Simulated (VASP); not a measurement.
NaI:

```xyz
2
Lattice="0.0000 3.4645 3.6752 3.4645 0.0000 3.6752 3.4645 3.4645 0.0000" Properties=species:S:1:pos:R:3 pbc="T T T"
Na    0.0000    0.0000    0.0000
I     1.7323    1.7323    1.8376
```

This cell differs from its parent crystal: epitaxial xy strain -2.2%.

Base run:

```yaml
Program: VASP 6.6.1
Functional: r2SCAN
Potentials_or_basis: VASP PAW PBE potentials, release 64 (Na_pv, I)
Cutoff: 550 eV
k_mesh: 6 × 6 × 6
Occupations: gaussian, width 0.01 eV
Spin: no spin polarisation
```

Its results: band gap on the k mesh 4.40 eV, direct; pressure 0.0 GPa.

Q: The run is repeated on the same cell with these changes: functional from r2SCAN to HSE06; cutoff from 550 eV to 400 eV; k mesh from 6 × 6 × 6 to 4 × 4 × 4. What comes out?

A: Band gap on the k mesh 4.78 eV, direct; pressure 0.2 GPa.

Several settings changed at once, so the effect can't be laid on one alone.

Caveats: the PAW data sets were made with another functional, which shifts forces and pressure a little; spin-orbit coupling is left out, which moves the levels of the heavy elements.

